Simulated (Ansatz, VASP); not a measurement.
**One calculation of Ti, two programs**

```xyz
2
Lattice="2.9391 0.0000 0.0000 -1.4695 2.5453 0.0000 0.0000 0.0000 4.6560" Properties=species:S:1:pos:R:3 pbc="T T T"
Ti    0.0000    1.6969    1.1640
Ti    1.4695    0.8484    3.4920
```

Alike in both runs: task single point; functional PBE; k mesh 12 × 12 × 7; occupations methfessel-paxton of order 1, width 0.01 eV; no spin polarisation.

|  | VASP | Ansatz |
| --- | --- | --- |
| version | VASP 6.6.1 | Ansatz 0.2.0 |
| potentials or method | VASP PAW PBE potentials, release 64 (Ti_sv), cutoff 520 eV | plane waves (420 eV) with PAW, scalar-relativistic |
| valence electrons in the cell | 24 | 24 |

```tsv
	VASP	Ansatz	Ansatz less VASP
pressure (GPa)	-0.3	-0.1	+0.22
```
